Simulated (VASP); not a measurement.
Write the native input for VASP 6.6.1 that does the following.

| Quantity | Value |
| --- | --- |
| Task | single point |
| Functional | PBE |
| Potentials or basis | VASP PAW PBE potentials, release 64 (K_sv, Mg, F) |
| Cutoff | 520 eV |
| k mesh | 6 × 6 × 6 |
| Occupations | gaussian, width 0.02 eV |
| Spin | no spin polarisation |
| Dipole correction | no |
| Further INCAR settings | ALGO = Normal; EDIFF = 1e-06; NBANDS = 24 |

The structure of KMgF3 lies in POSCAR:

```
KMgF3
1.0
    3.7224178609      0.0000000000      0.0000000000
    0.0000000000      3.7224178609      0.0000000000
    0.0000000000      0.0000000000      3.7224178609
K Mg F
1 1 3
Direct
    0.5000000000      0.5000000000      0.5000000000
    0.0000000000      0.0000000000      0.0000000000
    0.0000000000      0.5000000000      0.0000000000
    0.0000000000      0.0000000000      0.5000000000
    0.5000000000      0.0000000000      0.0000000000
```

The input as run:

INCAR

```
SYSTEM = KMgF3
PREC     = Accurate       ! precision mode
ENCUT    = 520            ! plane-wave cutoff, eV
EDIFF    = 1E-6           ! SCF threshold, eV
ISMEAR   = 0              ! smearing method
SIGMA    = 0.02           ! smearing width, eV
LREAL    = .False.        ! projectors in reciprocal space
LASPH    = .True.         ! aspherical terms in the spheres
NELM     = 100            ! most SCF steps
ALGO     = Normal         ! electronic algorithm
ISIF     = 2              ! what is computed and relaxed
LWAVE    = .False.        ! write WAVECAR
LCHARG   = .True.         ! write CHGCAR
GGA      = PE             ! functional
LELF     = .True.         ! ELF
LVHAR    = .True.       
NBANDS   = 24             ! bands
```

KPOINTS

```
regular mesh
0
Gamma
  6 6 6
  0 0 0
```

Potentials or basis: VASP PAW PBE potentials, release 64 (K_sv, Mg, F).

Launch:

```console
$ cat potpaw_PBE.64/K_sv/POTCAR potpaw_PBE.64/Mg/POTCAR potpaw_PBE.64/F/POTCAR > POTCAR
$ mpirun -np 1 vasp_std > vasp.out
```

It gave:

| Property | Result |
| --- | --- |
| Pressure | 29.8 GPa |
| Band gap on the k mesh | 9.07 eV, indirect (least direct gap 9.37 eV) |

Run time: 19 s on 1 thread of Intel(R) Xeon(R) Platinum 8488C (Sapphire Rapids), on a shared host, peak memory 0.17 GiB.
